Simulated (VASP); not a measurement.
Input of a VASP 6.6.1 run:

Contents of INCAR:

```
ALGO = Normal
EDIFF = 1E-6
ENCUT = 520
GGA = PE
ISIF = 2
ISMEAR = 0
LASPH = T
LCHARG = T
LELF = T
LREAL = F
LVHAR = T
LWAVE = F
NBANDS = 30
NELM = 100
PREC = Accurate
SIGMA = 0.1
```

The input KPOINTS:

```
k-points
0
Gamma
  6 6 6
```

Contents of POSCAR:

```
Li7S3
1.0
    3.3483151339      1.9331506439      9.6518671333
   -3.3483151339      1.9331506439      9.6518671333
    0.0000000000     -3.8663012877      9.6518671333
Li S
7 3
Direct
    0.5000000000      0.5000000000      0.5000000000
    0.2178205900      0.2178205900      0.6997771815
    0.6997771815      0.2178205900      0.2178205900
    0.2178205900      0.6997771815      0.2178205900
    0.7821794100      0.3002228185      0.7821794100
    0.3002228185      0.7821794100      0.7821794100
    0.7821794100      0.7821794100      0.3002228185
    0.4218638382      0.4218638382      0.4218638382
    0.5781361618      0.5781361618      0.5781361618
    0.0000000000      0.0000000000      0.0000000000
```

Potentials or basis: VASP PAW PBE potentials, release 64 (Li_sv, S).

Run with:

```console
$ cat potpaw_PBE.64/Li_sv/POTCAR potpaw_PBE.64/S/POTCAR > POTCAR
$ mpirun -np 1 vasp_std > vasp.out
```

(1) Predict the largest force.

Results:

(1) 0.009 eV/Å.
